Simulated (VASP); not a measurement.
A run of VASP 6.6.1 is set up as follows.

INCAR

```
SYSTEM = SiWSN2
ALGO = Normal
EDIFF = 1E-6
ENCUT = 520
GGA = PE
ISIF = 2
ISMEAR = 0
LASPH = .TRUE.
LCHARG = .FALSE.
LREAL = .FALSE.
LWAVE = .FALSE.
NBANDS = 25
NELM = 100
PREC = Accurate
SIGMA = 0.1
```

The input KPOINTS:

```
k-points
0
G
  4 4 4
  0 0 0
```

POSCAR

```
SiWSN2
1.0
    4.1655775900      0.0000000000      0.0000000000
    0.0000000000      4.1655775900      0.0000000000
    0.0000000000      0.0000000000      4.2957686300
Si W S N
1 1 1 2
Direct
    0.5000000000      0.5000000000      0.5000000000
    0.5000000000      0.5000000000      0.0000000000
    0.0000000000      0.0000000000      0.0000000000
    0.5000000000      0.0000000000      0.5000000000
    0.0000000000      0.5000000000      0.5000000000
```

Potentials or basis: VASP PAW PBE potentials, release 64 (Si, W_sv, S, N).

Command:

```bash
$ cat potpaw_PBE.64/Si/POTCAR potpaw_PBE.64/W_sv/POTCAR potpaw_PBE.64/S/POTCAR potpaw_PBE.64/N/POTCAR > POTCAR
$ mpirun -np 1 vasp_std > vasp.out
```

Q: What does it give for the band gap on the k mesh?

A: Zero (band 17 reaches 6.22 eV, above the bottom of band 18 at 5.21 eV).

Q: What does it give for the pressure?

A: -6.3 GPa.

Stress tensor (GPa, compression positive):
```
-31.74   0.00   0.00
  0.00 -31.74   0.00
  0.00   0.00  44.70
```

Caveat: the k points lie up to 0.38 Å⁻¹ apart; spin-orbit coupling is left out, which moves the levels of the heavy elements.
